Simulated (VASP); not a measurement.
The system is CdSe.

```
Cd Se
1.0
     0.00000    3.06780    3.06780
     3.06780    0.00000    3.06780
     3.06780    3.06780    0.00000
Cd Se
1 1
Cartesian
  0.0000 0.0000 0.0000
  4.6017 4.6017 4.6017
```

Program: VASP 6.6.1. Alike in all runs: task single point; potentials or basis VASP PAW PBE potentials, release 64 (Cd, Se); no spin polarisation; cell as given; cutoff (eV) 520; smearing gaussian 0.01 eV. Hardware: 1 thread of Intel Xeon 6975P-C, on a shared host.

Order these runs on this cell by their wall time, lowest first.
A. level r2SCAN; k mesh 4 × 4 × 4
B. level PBE; k mesh 4 × 4 × 4
C. level PBE; k mesh 6 × 6 × 6
D. level HSE06; k mesh 4 × 4 × 4; grid for exact exchange (PRECFOCK) Normal; screening parameter 0.2079 1/Å

B (8.3 s), C (20 s), A (42 s), D (960 s).

Caveats: some runs use coarse meshes.
